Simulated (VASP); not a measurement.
Wanted: the native input for a VASP 6.6.1 run.

- Task: relaxation of cell and atoms
- Functional: PBE
- Potentials or basis: VASP PAW PBE potentials, release 64 (Pt)
- Cutoff: 600 eV
- k mesh: 18 × 18 × 18
- Occupations: gaussian, width 0.1 eV
- Spin: no spin polarisation
- Dipole correction: no
- Further INCAR settings: ALGO = Normal; EDIFF = 1e-07; IBRION = 2; EDIFFG = -0.005; NSW = 100; ISIF = 3

The structure of Pt lies in POSCAR:

```
Pt
1.0
    0.0000000000      1.9837944849      1.9837944849
    1.9837944849      0.0000000000      1.9837944849
    1.9837944849      1.9837944849      0.0000000000
Pt
1
Direct
    0.0000000000      0.0000000000      0.0000000000
```

These files were run (other wordings do the same):

INCAR

```
SYSTEM = Pt
  PREC = Accurate
  ENCUT = 600
  EDIFF = 1E-7
  ISMEAR = 0
  SIGMA = 0.1
  LREAL = .False.
  LASPH = .True.
  NELM = 60
  ALGO = Normal
  ISIF = 3
  LWAVE = .False.
  LCHARG = .False.
  GGA = PE
  IBRION = 2
  NSW = 100
  EDIFFG = -0.005
```

KPOINTS

```
regular mesh
0
Gamma
  18 18 18
  0 0 0
```

Potentials or basis: VASP PAW PBE potentials, release 64 (Pt).

Command:

```sh
$ cat potpaw_PBE.64/Pt/POTCAR > POTCAR
$ mpirun -np 1 vasp_std > vasp.out
```

It gave:

```yaml
Relaxed_volume: 15.62 Å³/atom
Relaxed_cell: a = 2.806 Å, b = 2.806 Å, c = 2.806 Å, α = 60.00°, β = 60.00°, γ = 60.00°
Space_group_after_relaxing_to_0.05_Å: Fm-3m (No. 225)
Energy_gained_by_relaxing: 0.0 meV/atom
Ionic_steps: 3
Pressure_after_relaxing: 0.0 GPa
Band_gap_on_the_k_mesh: zero (band 5 reaches 11.06 eV, above the bottom of band 6 at 8.96 eV)
```

Caveat: spin-orbit coupling is left out, which moves the levels of the heavy elements.

Wall time 45 s on 1 thread of AMD EPYC 7R13 Processor (Zen 3) (shared host), peak memory 0.14 GiB.
